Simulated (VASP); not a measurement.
# CoH3 (P6/mmm) in VASP: a series of runs

CoH3 is run at these levels: PBE; tasks: single point.

Everything below comes from runs of VASP 6.6.1. Logs are shortened: lines on timing, memory, paths and dates and some standing lists are left out, and cuts for length are marked.

## (1) The cell of the first run

The structure is hexagonal, space group P6/mmm (No. 191). Conventional cell: a = 3.373 Å, b = 3.373 Å, c = 2.349 Å, α = 90.00°, β = 90.00°, γ = 120.00°. Within 2.2 Å of Co (site symmetry 6/mmm) lie 6 H at 1.69 Å. Within 2.2 Å of H (site symmetry mmm) lie 4 H at 1.69 Å and 2 Co at 1.69 Å.

## (2) Single point, PBE, collinear spin, ferromagnetic start

Input file INCAR:

```
SYSTEM = CoH3
  PREC = Accurate
  ENCUT = 520
  EDIFF = 1E-6
  ISMEAR = 0
  SIGMA = 0.15
  LREAL = .FALSE.
  LASPH = .TRUE.
  NELM = 150
  ALGO = Normal
  ISIF = 2
  LWAVE = .FALSE.
  LCHARG = .FALSE.
  ISPIN = 2
  MAGMOM = 3 0 0 0
  LORBIT = 11
  LMAXMIX = 4
  GGA = PE
  NBANDS = 18
```

Input file KPOINTS:

```
Automatic mesh
0
G
  5 5 3
  0 0 0
```

Input file POSCAR:

```
CoH3
1.0
    3.3731575305     -0.0000000031      0.0000000000
   -1.6865787626      2.9212401139      0.0000000000
    0.0000000000      0.0000000000      2.3486016295
Co H
1 3
Direct
    0.0000000000      0.0000000000      0.5000000000
    0.5000000000      0.0000000000      0.5000000000
    0.0000000000      0.5000000000      0.5000000000
    0.5000000000      0.5000000000      0.5000000000
```

Potentials or basis: VASP PAW PBE potentials, release 64 (Co, H).

The run is started by

```bash
> cat potpaw_PBE.64/Co/POTCAR potpaw_PBE.64/H/POTCAR > POTCAR
> mpirun -np 1 vasp_std > vasp.out
```

OUTCAR:

```text
SYSTEM = CoH3
   PREC = Accurate
   ENCUT = 520
   EDIFF = 1E-6
   ISMEAR = 0
   LREAL = .FALSE.
   LASPH = .TRUE.
   NELM = 150
   ISIF = 2
   ISPIN = 2
   LORBIT = 11
   GGA = PE

 ion  position               nearest neighbor table
   1  0.000  0.000  0.500-   4 1.69   4 1.69   3 1.69   3 1.69   2 1.69   2 1.69
   2  0.500  0.000  0.500-   1 1.69   1 1.69
   3  0.000  0.500  0.500-   1 1.69   1 1.69
   4  0.500  0.500  0.500-   1 1.69   1 1.69

  LATTYP: Found a hexagonal cell.
 ALAT       =     3.3731575305
 C/A-ratio  =     0.6962620655

  Lattice vectors:

 A1 = (   3.3731575305,  -0.0000000031,   0.0000000000)
 A2 = (  -1.6865787626,   2.9212401139,   0.0000000000)
 A3 = (   0.0000000000,   0.0000000000,   2.3486016295)

Analysis of symmetry for initial positions (statically):
=====================================================================
 Subroutine PRICEL returns:
 Original cell was already a primitive cell.

 Routine SETGRP: Setting up the symmetry group for a
 hexagonal supercell.

 Subroutine GETGRP returns: Found 24 space group operations
 (whereof 24 operations were pure point group operations)
 out of a pool of 24 trial point group operations.

The static configuration has the point symmetry D_6h.

Analysis of symmetry for dynamics (positions and initial velocities):
=====================================================================
 Subroutine PRICEL returns:
 Original cell was already a primitive cell.

 Routine SETGRP: Setting up the symmetry group for a
 hexagonal supercell.

 Subroutine GETGRP returns: Found 24 space group operations
 (whereof 24 operations were pure point group operations)
 out of a pool of 24 trial point group operations.

The dynamic configuration has the point symmetry D_6h.

Analysis of structural, dynamic, and magnetic symmetry:
=====================================================================
 Subroutine PRICEL returns:
 Original cell was already a primitive cell.

 Routine SETGRP: Setting up the symmetry group for a
 hexagonal supercell.

 Subroutine GETGRP returns: Found 24 space group operations
 (whereof 24 operations were pure point group operations)
 out of a pool of 24 trial point group operations.

The overall configuration has the point symmetry D_6h.

 Subroutine INISYM returns: Found 24 space group operations
 (whereof 24 operations are pure point group operations),
 and found     1 'primitive' translations

----------------------------------------------------------------------------------------

                                     Primitive cell

  volume of cell :      23.1427

  direct lattice vectors                    reciprocal lattice vectors
     3.373157530 -0.000000003  0.000000000     0.296458138  0.171160185  0.000000000
    -1.686578763  2.921240114  0.000000000     0.000000000  0.342320371  0.000000000
     0.000000000  0.000000000  2.348601630     0.000000000  0.000000000  0.425785279

  length of vectors
     3.373157530  3.373157530  2.348601630     0.342320371  0.342320371  0.425785279

  position of ions in fractional coordinates (direct lattice)
     0.000000000  0.000000000  0.500000000
     0.500000000  0.000000000  0.500000000
     0.000000000  0.500000000  0.500000000
     0.500000000  0.500000000  0.500000000

  ion indices of the primitive-cell ions
   primitive index   ion index
                 1           1
                 2           2
                 3           3
                 4           4

----------------------------------------------------------------------------------------

 KPOINTS: Automatic mesh

Automatic generation of k-mesh.
 Grid dimensions read from file:
 generate k-points for:    5    5    3

 Generating k-lattice:

  Cartesian coordinates                     Fractional coordinates (reciprocal lattice)
     0.059291628  0.034232037  0.000000000     0.200000000  0.000000000  0.000000000
     0.000000000  0.068464074  0.000000000     0.000000000  0.200000000  0.000000000
     0.000000000  0.000000000  0.141928426     0.000000000  0.000000000  0.333333333

  Length of vectors
     0.068464074  0.068464074  0.141928426

  Shift w.r.t. Gamma in fractional coordinates (k-lattice)
     0.000000000  0.000000000  0.000000000

 Subroutine IBZKPT returns following result:
 ===========================================

 Found     10 irreducible k-points:

 Following reciprocal coordinates:
            Coordinates               Weight
  0.000000  0.000000  0.000000      1.000000
  0.200000  0.000000  0.000000      6.000000
  0.400000  0.000000  0.000000      6.000000
  0.200000  0.200000  0.000000      6.000000
  0.400000  0.200000  0.000000      6.000000
  0.000000  0.000000  0.333333      2.000000
  0.200000  0.000000  0.333333     12.000000
  0.400000  0.000000  0.333333     12.000000
  0.200000  0.200000  0.333333     12.000000
  0.400000  0.200000  0.333333     12.000000
   k-points           NKPTS =     10   k-points in BZ     NKDIM =     10   number of bands    NBANDS=     18
   number of dos      NEDOS =    301   number of ions     NIONS =      4
   total plane-waves  NPLWV =  14112
   dimension x,y,z NGX =    28 NGY =   28 NGZ =   18
   dimension x,y,z NGXF=    56 NGYF=   56 NGZF=   36
   ions per type =               1   3
   NGX,Y,Z   is equivalent  to a cutoff of  13.80, 13.80, 12.74 a.u.
   NGXF,Y,Z  is equivalent  to a cutoff of  27.60, 27.60, 25.48 a.u.
 SYSTEM =  CoH3
   PREC   = accura    normal or accurate (medium, high low for compatibility)
   ISTART =      0    job   : 0-new  1-cont  2-samecut
   ICHARG =      2    charge: 1-file 2-atom 10-const
   ISPIN  =      2    spin polarized calculation?
   LNONCOLLINEAR =      F non collinear calculations
   LSORBIT =      F    spin-orbit coupling
   LASPH  =      T    aspherical Exc in radial PAW
   ENCUT  =  520.0 eV  38.22 Ry    6.18 a.u.   6.27  6.27  4.37*2*pi/ulx,y,z
   NELM   =    150;   NELMIN=  2; NELMDL= -5     # of ELM steps
   EDIFF  = 0.1E-05   stopping-criterion for ELM
   LREAL  =      F    real-space projection
   EDIFFG = 0.1E-04   stopping-criterion for IOM
   NSW    =      0    number of steps for IOM
   IBRION =     -1    ionic relax: 0-MD 1-quasi-New 2-CG
   NFREE  =      0    steps in history (QN), initial steepest desc. (CG)
   ISIF   =      2    stress and relaxation
   ISYM   =      2    0-nonsym 1-usesym 2-fastsym
   POTIM  = 0.5000    time-step for ionic-motion
   TEBEG  =    0.0;   TEEND  =   0.0 temperature during run
   PSTRESS=    0.0 pullay stress
   NELECT =      12.0000    total number of electrons
   NUPDOWN=      -1.0000    fix difference up-down
   EMIN   =  10.00;   EMAX   =-10.00  energy-range for DOS
   EFERMI =   0.00;   METHOD = LEGACY
   ISMEAR =     0;   SIGMA  =   0.15  broadening in eV -4-tet -1-fermi 0-gaus
   EFERMI_NEDOS =   21; number of points for ismear=-14 and -15
   IALGO  =     38    algorithm
   IMIX   =      4    mixing-type and parameters
     AMIX     =   0.40;   BMIX     =  1.00
     AMIX_MAG =   1.60;   BMIX_MAG =  1.00
  volume/ion in A,a.u.               =       5.79        39.04
  Fermi-wavevector in a.u.,A,eV,Ry     =   1.315217  2.485400 23.535309  1.729796
  Thomas-Fermi vector in A             =   2.445415
   LORBIT       =     11    0 simple, 1 ext, 2 COOP (PROOUT), +10 PAW based schemes
   GGA     = PE    functional components
   LHFCALC =     F    Hartree Fock is set to
   AEXX    =    0.0000 exact exchange contribution
   IVDW    =     0    specifies the selected vdW correction
   LEPSILON=     F    determine dielectric tensor
   LRPA    =     F    only Hartree local field effects (RPA)
 spin polarized calculation
 Gauss-broadening in eV      SIGMA  =   0.15
  energy-cutoff  :      520.00
  volume of cell :       23.14
 maximum number of plane-waves:       633
 NGX is ok and might be reduce to    28
   NGX = 13   NGY = 13   NGZ =  9

 number of electron      11.9999999 magnetization       0.7745491

 Free energy of the ion-electron system (eV)
  ---------------------------------------------------
  ext. energy  EPLUGINS =         0.00000000
  ---------------------------------------------------
  free energy    TOTEN  =       -14.54944606 eV

  energy without entropy =      -14.53633975  energy(sigma->0) =      -14.54289290

 E-fermi :   4.8601     XC(G=0): -11.2565

 val. band max:        4.8015151620   @ k =   0.2000   0.2000   0.0000
 cond. band min:       4.8817368722   @ k =   0.4000   0.2000   0.3333
 fundamental gap:      0.0802217102
 Fermi energy:         4.8601281397

 spin component 1

 k-point     1 :       0.0000    0.0000    0.0000
  band No.  band energies     occupation
      1      -6.6915      1.00000
      2       0.7431      1.00000
      3       0.7431      1.00000
      4       1.6579      1.00000
      5       4.1661      1.00000
      6       4.1661      1.00000
[... 10 lines left out ...]
     17      37.5466      0.00000
     18      37.5466      0.00000

 k-point     2 :       0.2000    0.0000    0.0000
  band No.  band energies     occupation
      1      -5.9885      1.00000
      2       0.1704      1.00000
      3       1.2291      1.00000
      4       1.6866      1.00000
      5       4.1197      1.00000
      6       4.1554      1.00000
[... 10 lines left out ...]
     17      34.5965      0.00000
     18      37.5548      0.00000

 k-point     3 :       0.4000    0.0000    0.0000
  band No.  band energies     occupation
      1      -4.0474      1.00000
      2      -1.5040      1.00000
      3       1.7052      1.00000
      4       2.5525      1.00000
      5       4.0463      1.00000
      6       4.1086      1.00000
[... 118 lines left out ...]
 k-point     9 :       0.2000    0.2000    0.3333
  band No.  band energies     occupation
      1      -2.6736      1.00000
      2       0.4358      1.00000
      3       2.1973      1.00000
      4       2.7154      1.00000
      5       2.8607      1.00000
      6       4.1257      1.00000
[... 10 lines left out ...]
     17      31.6196      0.00000
     18      32.6775      0.00000

 k-point    10 :       0.4000    0.2000    0.3333
  band No.  band energies     occupation
      1      -0.9208      1.00000
      2      -0.5750      1.00000
      3       2.5194      1.00000
      4       2.5352      1.00000
      5       3.3594      1.00000
      6       3.7351      1.00000
[... 10 lines left out ...]
     17      33.3918      0.00000
     18      33.7657      0.00000
 Fermi energy:         4.8601281397

 spin component 2

 k-point     1 :       0.0000    0.0000    0.0000
  band No.  band energies     occupation
      1      -6.7398      1.00000
      2       1.0668      1.00000
      3       1.0668      1.00000
      4       2.0915      1.00000
      5       5.4506      0.00000
      6       5.4506      0.00000
[... 10 lines left out ...]
     17      37.5058      0.00000
     18      37.5065      0.00000

 k-point     2 :       0.2000    0.0000    0.0000
  band No.  band energies     occupation
      1      -6.0395      1.00000
      2       0.3989      1.00000
      3       1.5669      1.00000
      4       2.1200      1.00000
      5       5.3962      0.00000
      6       5.4382      0.00000
[... 10 lines left out ...]
     17      34.6193      0.00000
     18      37.5884      0.00000

 k-point     3 :       0.4000    0.0000    0.0000
  band No.  band energies     occupation
      1      -4.1045      1.00000
      2      -1.4647      1.00000
      3       2.1336      1.00000
      4       2.9866      1.00000
      5       4.5844      0.99533
      6       5.3106      0.00001
[... 118 lines left out ...]
 k-point     9 :       0.2000    0.2000    0.3333
  band No.  band energies     occupation
      1      -2.7108      1.00000
      2       0.6503      1.00000
      3       2.8492      1.00000
      4       3.5961      1.00000
      5       3.7950      1.00000
      6       4.6786      0.95649
[... 10 lines left out ...]
     17      31.8056      0.00000
     18      32.7092      0.00000

 k-point    10 :       0.4000    0.2000    0.3333
  band No.  band energies     occupation
      1      -0.9340      1.00000
      2      -0.4873      1.00000
      3       3.3584      1.00000
      4       3.4759      1.00000
      5       3.8792      1.00000
      6       4.3705      1.00000
[... 10 lines left out ...]
     17      33.4260      0.00000
     18      33.7392      0.00000

------------------------ aborting loop because EDIFF is reached ----------------------------------------

  FORCE on cell =-STRESS in cart. coord.  units (eV):
  Direction    XX          YY          ZZ          XY          YZ          ZX
  --------------------------------------------------------------------------------------
  -------------------------------------------------------------------------------------
  Total       -0.0314708     -0.0314708     -0.1066142      0.0000000     -0.0000000      0.0000000
  in kB       -2.1787391     -2.1787391     -7.3809539      0.0000000     -0.0000000      0.0000000
  external PRESSURE =      -3.9128107 kB  Pullay stress =       0.0000000 kB

 VOLUME and BASIS-vectors are now :
 -----------------------------------------------------------------------------
  energy-cutoff  :      520.00
  volume of cell :       23.14
      direct lattice vectors                 reciprocal lattice vectors
     3.373157530 -0.000000003  0.000000000     0.296458138  0.171160185  0.000000000
    -1.686578763  2.921240114  0.000000000     0.000000000  0.342320371  0.000000000
     0.000000000  0.000000000  2.348601630     0.000000000  0.000000000  0.425785279

 POSITION                                       TOTAL-FORCE (eV/Angst)
 -----------------------------------------------------------------------------------
      0.00000      0.00000      1.17430         0.000000      0.000000      0.000000
      1.68658     -0.00000      1.17430        -0.000000      0.000000      0.000000
     -0.84329      1.46062      1.17430         0.000000      0.000000      0.000000
      0.84329      1.46062      1.17430         0.000000      0.000000      0.000000
 -----------------------------------------------------------------------------------
    total drift:                               -0.000000     -0.000000      0.000000

  FREE ENERGIE OF THE ION-ELECTRON SYSTEM (eV)
  ---------------------------------------------------
  free  energy   TOTEN  =       -14.5494460600 eV

  energy  without entropy=      -14.5363397454  energy(sigma->0) =      -14.54289290

 total charge

# of ion       s       p       d       tot
------------------------------------------
    1        0.477   0.476   7.467   8.420
    2        0.482   0.023   0.000   0.505
    3        0.482   0.023   0.000   0.505
    4        0.482   0.023   0.000   0.505
--------------------------------------------------
tot          1.924   0.545   7.467   9.936

 magnetization (x)

# of ion       s       p       d       tot
------------------------------------------
    1        0.009  -0.000   0.837   0.846
    2       -0.014  -0.000   0.000  -0.015
    3       -0.014  -0.000   0.000  -0.015
    4       -0.014  -0.000   0.000  -0.015
--------------------------------------------------
tot         -0.034  -0.001   0.837   0.802
```

Run time: 7.8 s. Hardware: 1 thread of Intel Xeon 6975P-C (Granite Rapids), shared host; peak memory 0.14 GiB.

Results:

```yaml
Free_energy: -14.5494 eV
Pressure: -0.4 GPa
Net_moment: 0.77 μB per cell
Site_moments: Co +0.85; H -0.01 μB
Valence_electrons_inside_the_program's_atomic_spheres: Co 8.42; H 0.51
```

Stress tensor (GPa, compression positive):
```
-0.22  0.00  0.00
 0.00 -0.22  0.00
 0.00  0.00 -0.74
```

Levels at points of the mesh, in eV from the Fermi level:
Spin up:
```csv
k point,band 4,band 5,band 6,band 7,band 8,band 9
"(0.00, 0.00, 0.00)",-3.20,-0.69,-0.69,5.73,5.73,8.55
```
Spin down:
| k point | band 2 | band 3 | band 4 | band 5 | band 6 | band 7 | band 8 | band 9 | band 10 | band 11 |
| --- | --- | --- | --- | --- | --- | --- | --- | --- | --- | --- |
| (0.00, 0.00, 0.00) | -3.79 | -3.79 | -2.77 | 0.59 | 0.59 | 5.94 | 5.94 | 8.65 | 8.65 | 9.19 |

Caveat: the k points lie up to 0.89 Å⁻¹ apart.

## (3) Single point, PBE, collinear spin, ferromagnetic start

This run uses another cell than the first one, of 6.61 Å³/atom, 1.143 times its volume.

Input file INCAR:

```
SYSTEM = CoH3
PREC = Accurate
ENCUT = 520
EDIFF = 1E-6
ISMEAR = 0
SIGMA = 0.15
LREAL = .FALSE.
LASPH = .TRUE.
NELM = 150
ALGO = Normal
ISIF = 2
LWAVE = .FALSE.
LCHARG = .TRUE.
ISPIN = 2
MAGMOM = 3 0 0 0
LORBIT = 11
LMAXMIX = 4
GGA = PE
LELF = .TRUE.
LVHAR = .TRUE.
NBANDS = 18
```

Input file KPOINTS:

```
regular mesh
0
G
  5 5 3
  0 0 0
```

Input file POSCAR:

```
CoH3
1.0
    2.3222122467      0.0000000000      0.0000000000
   -1.1611061233      2.0110947986      0.0000000000
    0.0000000000      0.0000000000      5.6629029789
Co H
1 3
Direct
    0.0000000000      0.0000000000      0.5000000000
    0.3333333333      0.6666666667      0.0000000000
    0.6666666667      0.3333333333      0.0000000000
    0.0000000000      0.0000000000      0.0000000000
```

Potentials or basis: VASP PAW PBE potentials, release 64 (Co, H).

The run is started by

```bash
> cat potpaw_PBE.64/Co/POTCAR potpaw_PBE.64/H/POTCAR > POTCAR
> mpirun -np 1 vasp_std > vasp.out
```

Wall time 12 s (1 thread of Intel Xeon 6975P-C (Granite Rapids), shared host); peak memory 0.14 GiB.

The run converged. Its results:

```yaml
Free_energy: -13.3902 eV
Pressure: -0.1 GPa
Net_moment: 1.30 μB per cell
Site_moments: Co +1.32; H +0.00, +0.01 μB
Valence_electrons_inside_the_program's_atomic_spheres: Co 8.22; H 0.48, 0.49
```

Stress tensor (GPa, compression positive):
```
-0.22  0.00  0.00
 0.00 -0.22  0.00
 0.00  0.00  0.23
```

Levels at points of the mesh, in eV from the Fermi level:
Spin up:
| k point | band 3 | band 4 | band 5 | band 6 | band 7 | band 8 | band 9 | band 10 | band 11 | band 12 |
| --- | --- | --- | --- | --- | --- | --- | --- | --- | --- | --- |
| (0.00, 0.00, 0.00) | -2.34 | -2.20 | -2.20 | -1.09 | -0.83 | -0.83 | 10.52 | 13.01 | 15.39 | 15.41 |
Spin down:
```
           k point  band 1  band 2  band 3  band 4  band 5  band 6  band 7  band 8  band 9  band 10
(0.00, 0.00, 0.00)  -13.74   -6.21   -1.25   -1.18   -1.17   -1.17    0.96    0.96   10.57    13.10
```

Caveat: the k points lie up to 0.62 Å⁻¹ apart.

## (4) Single point, PBE, collinear spin, ferromagnetic start

This run uses another cell than the first one, of 6.86 Å³/atom, 1.185 times its volume.

Input file INCAR:

```
  PREC = Accurate
  ENCUT = 520
  EDIFF = 1E-6
  ISMEAR = 0
  SIGMA = 0.15
  LREAL = F
  LASPH = T
  NELM = 150
  ALGO = Normal
  ISIF = 2
  LWAVE = F
  LCHARG = F
  ISPIN = 2
  MAGMOM = 3 0 0 0
  LORBIT = 11
  LMAXMIX = 4
  GGA = PE
  NBANDS = 18
```

Input file KPOINTS:

```
Automatic mesh
0
Gamma
  5 5 3
```

Input file POSCAR:

```
CoH3
1.0
    2.4486478029      0.0000000000      0.0000000000
   -1.2243239015      2.1205912023      0.0000000000
    0.0000000000      0.0000000000      5.2819818514
Co H
1 3
Direct
    0.0000000000      0.0000000000      0.0000000000
    0.0000000000      0.0000000000      0.6827782672
    0.0000000000      0.0000000000      0.3172217328
    0.0000000000      0.0000000000      0.5000000000
```

The run is started by

```bash
> cat potpaw_PBE.64/Co/POTCAR potpaw_PBE.64/H/POTCAR > POTCAR
> mpirun -np 1 vasp_std > vasp.out
```

Wall time 11 s (1 thread of Intel Xeon 6975P-C (Granite Rapids), shared host); peak memory 0.15 GiB.

It converged, with:

- Free energy: -15.1211 eV
- Pressure: -0.8 GPa
- Largest force: 0.039 eV/Å
- Net moment: 1.73 μB per cell
- Site moments: Co +1.74; H -0.01, +0.01 μB
- Valence electrons inside the program's atomic spheres: Co 8.18; H 0.56

Forces in eV/Å, atoms in the order of the input:
```
Co   0.000  0.000  0.000
H    0.000  0.000 -0.039
H    0.000  0.000  0.039
H    0.000  0.000  0.000
```

Stress tensor (GPa, compression positive):
```
-0.87  0.00  0.00
 0.00 -0.87  0.00
 0.00  0.00 -0.58
```

Levels at points of the mesh, in eV from the Fermi level:
Spin up:
```csv
k point,band 4,band 5,band 6,band 7,band 8,band 9,band 10,band 11
"(0.00, 0.00, 0.00)",-2.27,-2.27,-1.74,-1.38,-1.38,10.99,13.17,17.76
```
Spin down:
| k point | band 1 | band 2 | band 3 | band 4 | band 5 | band 6 | band 7 | band 8 | band 9 | band 10 |
| --- | --- | --- | --- | --- | --- | --- | --- | --- | --- | --- |
| (0.00, 0.00, 0.00) | -10.54 | -4.87 | -4.82 | -0.79 | -0.63 | -0.63 | 0.69 | 0.69 | 11.11 | 13.49 |

Caveat: the k points lie up to 0.59 Å⁻¹ apart.

(Continued in part 2 of 2.)
